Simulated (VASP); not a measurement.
Here is a VASP 6.6.1 calculation.

Contents of INCAR:

```
PREC     = Accurate       # precision mode
ENCUT    = 520            # plane-wave cutoff, eV
EDIFF    = 1E-6           # SCF threshold, eV
ISMEAR   = 0              # smearing method
SIGMA    = 0.1            # smearing width, eV
LREAL    = F              # projectors in reciprocal space
LASPH    = T              # aspherical terms in the spheres
NELM     = 60             # most SCF steps
ALGO     = Normal         # electronic algorithm
ISIF     = 2              # what is computed and relaxed
LWAVE    = F              # write WAVECAR
LCHARG   = F              # write CHGCAR
GGA      = PE             # functional
NBANDS   = 24             # bands
```

Contents of KPOINTS:

```
Automatic mesh
0
Gamma
  6 6 4
```

POSCAR

```
Ni2C3
1.0
    2.5600506422      0.0000000000      0.0000000000
   -1.2800253211      2.2170688911      0.0000000000
    0.0000000000      0.0000000000      8.0992143654
Ni C
2 3
Direct
    0.3333333333      0.6666666667      0.1489127854
    0.6666666667      0.3333333333      0.8510872146
    0.0000000000      0.0000000000      0.0000000000
    0.3333333333      0.6666666667      0.4993763328
    0.6666666667      0.3333333333      0.5006236672
```

Potentials or basis: VASP PAW PBE potentials, release 64 (Ni, C).

The run is started by

```bash
$ cat potpaw_PBE.64/Ni/POTCAR potpaw_PBE.64/C/POTCAR > POTCAR
$ mpirun -np 1 vasp_std > vasp.out
```

**Question.** Estimate the band gap on the k mesh.

**Answer.** Zero (band 16 reaches 8.14 eV, above the bottom of band 17 at 6.70 eV).

**Question.** Estimate the pressure.

**Answer.** 0.7 GPa.

**Question.** Estimate the largest force.

**Answer.** 0.081 eV/Å.

Forces on the atoms (eV/Å):
```
Ni   0.000  0.000  0.081
Ni   0.000  0.000 -0.081
C    0.000  0.000  0.000
C    0.000  0.000  0.006
C    0.000  0.000 -0.006
```

Caveat: the k points lie up to 0.47 Å⁻¹ apart. Spin polarisation is off, so any magnetic state and its effect on volume and gap are missing.
